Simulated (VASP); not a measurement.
Set up this calculation in VASP 6.6.1, as the native input.

```
Task                   : single point
Functional             : PBE
Potentials or basis    : VASP PAW PBE potentials, release 64 (Na_pv, H)
Cutoff                 : 520 eV
k mesh                 : 10 × 10 × 10
Occupations            : fermi-dirac, width 0.02 eV
Spin                   : no spin polarisation
Dipole correction      : no
Further INCAR settings : ALGO = Normal; EDIFF = 1e-06; NBANDS = 11
```

The structure of NaH lies in POSCAR:

```
NaH
1.0
    0.0000000000      2.3975122873      2.3975122873
    2.3975122873      0.0000000000      2.3975122873
    2.3975122873      2.3975122873      0.0000000000
Na H
1 1
Direct
    0.0000000000      0.0000000000      0.0000000000
    0.5000000000      0.5000000000      0.5000000000
```

These files were run (other wordings do the same):

INCAR

```
PREC = Accurate
ENCUT = 520
EDIFF = 1E-6
ISMEAR = -1
SIGMA = 0.02
LREAL = F
LASPH = T
NELM = 60
ALGO = Normal
ISIF = 2
LWAVE = F
LCHARG = F
GGA = PE
NBANDS = 11
```

KPOINTS

```
regular mesh
0
Gamma
  10 10 10
```

Potentials or basis: VASP PAW PBE potentials, release 64 (Na_pv, H).

Run with:

```sh
$ cat potpaw_PBE.64/Na_pv/POTCAR potpaw_PBE.64/H/POTCAR > POTCAR
$ mpirun -np 1 vasp_std > vasp.out
```

Results of the run:

The pressure is 0.5 GPa and the band gap on the k mesh is 3.82 eV, indirect (least direct gap 4.67 eV).

Run time: 14 s on 1 thread of Intel(R) Xeon(R) 6975P-C (Granite Rapids), with other jobs on the host, peak memory 0.15 GiB.
